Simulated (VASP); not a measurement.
# CeC (F-43m) in VASP: vibrations by perturbation theory with PBEsol

Aim: the vibrations by perturbation theory of CeC with PBEsol.

Program: VASP 6.6.1. These are calculated values, not measurements. Logs are shortened: lines on timing, memory, paths and dates and some standing lists are left out, and cuts for length are marked.

**1. The cell of the first run**

Symmetry: F-43m, No. 216, cubic system. Conventional cell: a = 5.422 Å, b = 5.422 Å, c = 5.422 Å, α = 90.00°, β = 90.00°, γ = 90.00°. Within 3.1 Å of Ce (site symmetry -43m) lie 4 C at 2.35 Å. C (site symmetry -43m) has 4 Ce at 2.35 Å within 3.1 Å.

**2. Vibrations by perturbation theory, PBEsol (phonons by finite displacements)**

The input, INCAR:

```
PREC     = Accurate       # precision mode
ENCUT    = 520            # plane-wave cutoff, eV
EDIFF    = 1E-8           # SCF threshold, eV
ISMEAR   = 0              # smearing method
SIGMA    = 0.15           # smearing width, eV
LREAL    = F              # projectors in reciprocal space
LASPH    = T              # aspherical terms in the spheres
NELM     = 60             # most SCF steps
ALGO     = Normal         # electronic algorithm
ISIF     = 2              # what is computed and relaxed
LWAVE    = F              # write WAVECAR
LCHARG   = F              # write CHGCAR
GGA      = PS             # functional
IBRION   = 8              # ionic algorithm
NSW      = 1              # ionic steps
```

The input, KPOINTS:

```
regular mesh
0
Gamma
  12 12 12
```

The input, POSCAR:

```
CeC
1.0
    0.0000000000      2.7112060769      2.7112060769
    2.7112060769      0.0000000000      2.7112060769
    2.7112060769      2.7112060769      0.0000000000
Ce C
1 1
Direct
    0.0000000000      0.0000000000      0.0000000000
    0.2500000000      0.2500000000      0.2500000000
```

Potentials or basis: VASP PAW PBE potentials, release 64 (Ce, C).

The run is started by

```
cat potpaw_PBE.64/Ce/POTCAR potpaw_PBE.64/C/POTCAR > POTCAR
mpirun -np 1 vasp_std > vasp.out
```

OUTCAR:

```text
PREC = Accurate
   ENCUT = 520
   EDIFF = 1E-8
   ISMEAR = 0
   LREAL = F
   LASPH = T
   NELM = 60
   ISIF = 2
   GGA = PS
   IBRION = 8
   NSW = 1

 ion  position               nearest neighbor table
   1  0.000  0.000  0.000-   2 2.35   2 2.35   2 2.35   2 2.35
   2  0.250  0.250  0.250-   1 2.35   1 2.35   1 2.35   1 2.35

  LATTYP: Found a face centered cubic cell.
 ALAT       =     5.4224121538

  Lattice vectors:

 A1 = (   0.0000000000,   2.7112060769,   2.7112060769)
 A2 = (   2.7112060769,   0.0000000000,   2.7112060769)
 A3 = (   2.7112060769,   2.7112060769,   0.0000000000)

Analysis of symmetry for initial positions (statically):
=====================================================================
 Subroutine PRICEL returns:
 Original cell was already a primitive cell.

 Routine SETGRP: Setting up the symmetry group for a
 face centered cubic supercell.

 Subroutine GETGRP returns: Found 24 space group operations
 (whereof 24 operations were pure point group operations)
 out of a pool of 48 trial point group operations.

The static configuration has the point symmetry T_d .

Analysis of symmetry for dynamics (positions and initial velocities):
=====================================================================
 Subroutine PRICEL returns:
 Original cell was already a primitive cell.

 Routine SETGRP: Setting up the symmetry group for a
 face centered cubic supercell.

 Subroutine GETGRP returns: Found 24 space group operations
 (whereof 24 operations were pure point group operations)
 out of a pool of 48 trial point group operations.

The dynamic configuration has the point symmetry T_d .

 Subroutine INISYM returns: Found 24 space group operations
 (whereof 24 operations are pure point group operations),
 and found     1 'primitive' translations

----------------------------------------------------------------------------------------

                                     Primitive cell

  volume of cell :      39.8582

  direct lattice vectors                    reciprocal lattice vectors
     0.000000000  2.711206077  2.711206077    -0.184419770  0.184419770  0.184419770
     2.711206077  0.000000000  2.711206077     0.184419770 -0.184419770  0.184419770
     2.711206077  2.711206077  0.000000000     0.184419770  0.184419770 -0.184419770

  length of vectors
     3.834224404  3.834224404  3.834224404     0.319424411  0.319424411  0.319424411

  position of ions in fractional coordinates (direct lattice)
     0.000000000  0.000000000  0.000000000
     0.250000000  0.250000000  0.250000000

  ion indices of the primitive-cell ions
   primitive index   ion index
                 1           1
                 2           2

----------------------------------------------------------------------------------------

 KPOINTS: regular mesh

Automatic generation of k-mesh.
 Grid dimensions read from file:
 generate k-points for:   12   12   12

 Generating k-lattice:

  Cartesian coordinates                     Fractional coordinates (reciprocal lattice)
    -0.015368314  0.015368314  0.015368314     0.083333333  0.000000000  0.000000000
     0.015368314 -0.015368314  0.015368314     0.000000000  0.083333333  0.000000000
     0.015368314  0.015368314 -0.015368314     0.000000000  0.000000000  0.083333333

  Length of vectors
     0.026618701  0.026618701  0.026618701

  Shift w.r.t. Gamma in fractional coordinates (k-lattice)
     0.000000000  0.000000000  0.000000000

 Subroutine IBZKPT returns following result:
 ===========================================

 Found     72 irreducible k-points:

 Following reciprocal coordinates:
            Coordinates               Weight
  0.000000  0.000000  0.000000      1.000000
  0.083333  0.000000  0.000000      8.000000
  0.166667  0.000000  0.000000      8.000000
  0.250000  0.000000  0.000000      8.000000
  0.333333  0.000000  0.000000      8.000000
  0.416667  0.000000  0.000000      8.000000
[... 16 lines left out ...]
  0.500000  0.166667  0.000000     24.000000
 -0.416667  0.166667  0.000000     24.000000
 [... further k-points ...]
   k-points           NKPTS =     72   k-points in BZ     NKDIM =     72   number of bands    NBANDS=     12
   number of dos      NEDOS =    301   number of ions     NIONS =      2
[... 19 lines left out ...]
   NSW    =      1    number of steps for IOM
   IBRION =      8    ionic relax: 0-MD 1-quasi-New 2-CG
   NFREE  =      0    steps in history (QN), initial steepest desc. (CG)
   ISIF   =      2    stress and relaxation
   ISYM   =      2    0-nonsym 1-usesym 2-fastsym
   POTIM  = 0.5000    time-step for ionic-motion
   TEBEG  =    0.0;   TEEND  =   0.0 temperature during run
   PSTRESS=    0.0 pullay stress
   NELECT =      16.0000    total number of electrons
   NUPDOWN=      -1.0000    fix difference up-down
   EMIN   =  10.00;   EMAX   =-10.00  energy-range for DOS
   EFERMI =   0.00;   METHOD = LEGACY
   ISMEAR =     0;   SIGMA  =   0.15  broadening in eV -4-tet -1-fermi 0-gaus
   EFERMI_NEDOS =   21; number of points for ismear=-14 and -15
   IALGO  =     38    algorithm
   IMIX   =      4    mixing-type and parameters
     AMIX     =   0.40;   BMIX     =  1.00
     AMIX_MAG =   1.60;   BMIX_MAG =  1.00
  volume/ion in A,a.u.               =      19.93       134.49
  Fermi-wavevector in a.u.,A,eV,Ry     =   1.207653  2.282134 19.843099  1.458427
  Thomas-Fermi vector in A             =   2.343285
   LORBIT       =      0    0 simple, 1 ext, 2 COOP (PROOUT), +10 PAW based schemes
   GGA     = PS    functional components
   LHFCALC =     F    Hartree Fock is set to
   AEXX    =    0.0000 exact exchange contribution
   IVDW    =     0    specifies the selected vdW correction
   LEPSILON=     F    determine dielectric tensor
   LRPA    =     F    only Hartree local field effects (RPA)
 non-spin polarized calculation
 Gauss-broadening in eV      SIGMA  =   0.15
  energy-cutoff  :      520.00
  volume of cell :       39.86
 maximum number of plane-waves:      1090
 NGX is ok and might be reduce to    30
   NGX = 15   NGY = 15   NGZ = 15

--------------------------------------- Ionic step        1  -------------------------------------------

 number of electron      15.9999999 magnetization

 Free energy of the ion-electron system (eV)
  ---------------------------------------------------
  ext. energy  EPLUGINS =         0.00000000
  ---------------------------------------------------
  free energy    TOTEN  =       -15.84893732 eV

  energy without entropy =      -15.84718653  energy(sigma->0) =      -15.84806192

 E-fermi :   6.0912     XC(G=0): -10.5141

 val. band max:        6.0739458509   @ k =   0.0000   0.0000   0.0000
 cond. band min:       6.1713989504   @ k =   0.0833   0.0000   0.0000
 fundamental gap:      0.0974530995
 Fermi energy:         6.0912300078

 k-point     1 :       0.0000    0.0000    0.0000
  band No.  band energies     occupation
      1     -27.8391      2.00000
      2     -10.1187      2.00000
      3     -10.1187      2.00000
      4     -10.1187      2.00000
      5      -2.7021      2.00000
      6       3.9002      2.00000
      7       3.9002      2.00000
      8       3.9002      2.00000
      9       6.0739      1.12945
     10       6.8935      0.00000
     11       6.8935      0.00000
     12       6.8935      0.00000
[... 331 lines left out ...]
 k-point    24 :      -0.4167    0.1667    0.0000
  band No.  band energies     occupation
      1     -27.6849      2.00000
      2     -11.4338      2.00000
      3     -10.5633      2.00000
      4     -10.3490      2.00000
      5      -1.4109      2.00000
      6       4.4023      2.00000
      7       4.8376      2.00000
      8       5.3606      2.00000
      9       6.6636      0.00000
     10       6.8232      0.00000
     11       6.8234      0.00000
     12       6.9227      0.00000

 [... further k-points ...]
[... 5 lines left out ...]
  --------------------------------------------------------------------------------------
  -------------------------------------------------------------------------------------
  Total       -0.0087663     -0.0087663     -0.0087663      0.0000000      0.0000000      0.0000000
  in kB       -0.3523798     -0.3523798     -0.3523798      0.0000000      0.0000000      0.0000000
  external PRESSURE =      -0.3523798 kB  Pullay stress =       0.0000000 kB

 VOLUME and BASIS-vectors are now :
 -----------------------------------------------------------------------------
  energy-cutoff  :      520.00
  volume of cell :       39.86
      direct lattice vectors                 reciprocal lattice vectors
     0.000000000  2.711206077  2.711206077    -0.184419770  0.184419770  0.184419770
     2.711206077  0.000000000  2.711206077     0.184419770 -0.184419770  0.184419770
     2.711206077  2.711206077  0.000000000     0.184419770  0.184419770 -0.184419770

 POSITION                                       TOTAL-FORCE (eV/Angst)
 -----------------------------------------------------------------------------------
      0.00000      0.00000      0.00000         0.000000      0.000000      0.000000
      1.35560      1.35560      1.35560        -0.000000     -0.000000     -0.000000
 -----------------------------------------------------------------------------------
    total drift:                                0.000000      0.000000      0.000000

  FREE ENERGIE OF THE ION-ELECTRON SYSTEM (eV)
  ---------------------------------------------------
  free  energy   TOTEN  =       -15.8489373160 eV

  energy  without entropy=      -15.8471865278  energy(sigma->0) =      -15.84806192

[... ionic steps 2 to 3 ...]

--------------------------------------- Ionic step        4  -------------------------------------------

------------------------ aborting loop because EDIFF is reached ----------------------------------------

[... ionic steps 5 to 6 ...]

--------------------------------------- Ionic step        7  -------------------------------------------

 Free energy of the ion-electron system (eV)
  ---------------------------------------------------
  ---------------------------------------------------
  free energy    TOTEN  =        -0.11982818 eV

  energy without entropy =       -0.11982818

------------------------ aborting loop because EDIFF is reached ----------------------------------------

 INTERNAL STRAIN TENSOR  FOR ION    2  DIRECTION 1   (eV/Angst):
 -----------------------------------------------------------------------------
    -0.00030  0.00000  0.00000
     0.00000  0.00281 -4.70935
     0.00000 -4.70935  0.00281

 INTERNAL STRAIN TENSOR FOR ION    2 for displacements in x,y,z  (eV/Angst):
          X           Y           Z          XY          YZ          ZX
  --------------------------------------------------------------------------------
  x     0.00000    -0.00000    -0.00000     0.00000    -4.70935     0.00000
  y     0.00000    -0.00000     0.00000     0.00000     0.00000    -4.70935
  z    -0.00000    -0.00000     0.00000    -4.70935     0.00000     0.00000

 SECOND DERIVATIVES (NOT SYMMETRIZED)
 ------------------------------------
               1X          1Y          1Z          2X          2Y          2Z
  1X    -5.750895    0.000000    0.000000    5.750895    0.000000    0.000000
  1Y     0.000000   -5.750895    0.000000    0.000000    5.750895    0.000000
  1Z     0.000000    0.000000   -5.750895    0.000000    0.000000    5.750895
  2X     5.732655    0.000000    0.000000   -5.732655    0.000000    0.000000
  2Y     0.000000    5.732655    0.000000    0.000000   -5.732655    0.000000
  2Z     0.000000    0.000000    5.732655    0.000000    0.000000   -5.732655

 Eigenvectors and eigenvalues of the dynamical matrix
 ----------------------------------------------------

   1 f  =   11.255195 THz    70.718476 2PiTHz  375.432895 cm-1    46.547726 meV
             X         Y         Z           dx          dy          dz
      0.000000  0.000000  0.000000     0.000000    0.000000   -0.281400
      1.355603  1.355603  1.355603     0.000000    0.000000    0.959591
[... 21 lines left out ...]
   6 f/i=    0.004827 THz     0.030332 2PiTHz    0.161026 cm-1     0.019965 meV
             X         Y         Z           dx          dy          dz
      0.000000  0.000000  0.000000    -0.080481   -0.945557    0.142337
      1.355603  1.355603  1.355603    -0.023601   -0.277284    0.041740

--------------------------------------------------------------------------------------------------------

 ELASTIC MODULI CONTR FROM IONIC RELAXATION (kBar)
 Direction    XX          YY          ZZ          XY          YZ          ZX
 --------------------------------------------------------------------------------
 XX          -0.0000     -0.0000     -0.0000     -0.0000      0.0000      0.0000
 YY          -0.0000     -0.0000     -0.0000     -0.0000     -0.0000     -0.0000
 ZZ          -0.0000     -0.0000     -0.0000      0.0000     -0.0000      0.0000
 XY          -0.0000     -0.0000      0.0000   -165.6720      0.0000      0.0000
 YZ           0.0000     -0.0000     -0.0000      0.0000   -165.6720      0.0000
 ZX           0.0000     -0.0000      0.0000      0.0000      0.0000   -165.6720
 --------------------------------------------------------------------------------
```

It took 36 min on 1 thread of Intel Xeon Platinum 8259CL at 2.50GHz (Skylake/Cascade Lake), shared host; peak memory 0.47 GiB.

Results:

| Property | Result |
| --- | --- |
| Highest phonon frequency at Γ, LO-TO splitting left out | 375 cm⁻¹ |

Phonon frequencies in cm⁻¹ (negative: imaginary):
```tsv
q point	frequencies
(0.000, 0.000, 0.000)	0 0 0 375 375 375
```

Caveat: the cell differs from its parent crystal (phonons by finite displacements); the PAW data sets were made with another functional, which shifts forces and pressure a little; spin-orbit coupling is left out, which moves the levels of the heavy elements; without U or exact exchange the open f shell lies at the Fermi level, which spoils levels, moments and volumes.
